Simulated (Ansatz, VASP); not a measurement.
One calculation of RbCl, two programs

```
Rb Cl
1.0
     0.00000    3.41481    3.41481
     3.41481    0.00000    3.41481
     3.41481    3.41481    0.00000
Rb Cl
1 1
Direct
  0.00000 0.00000 0.00000
  0.50000 0.50000 0.50000
```

Alike in both runs: task single point; functional PBE; k mesh 6 × 6 × 6; no spin polarisation.

|  | VASP | Ansatz |
| --- | --- | --- |
| version | VASP 6.6.1 | Ansatz 0.2.0 |
| potentials or method | VASP PAW PBE potentials, release 64 (Rb_sv, Cl) | plane waves, PAW |
| plane-wave cutoff (eV) | 500 | 420 |
| occupations | gaussian, width 0.01 eV | fixed |
| valence electrons in the cell | 16 | 16 |

```tsv
	VASP	Ansatz	Ansatz less VASP
gap on the k mesh at the Fermi level (eV)	4.66	4.66	+0.002
pressure (GPa)	-0.7	-0.7	+0.01
```
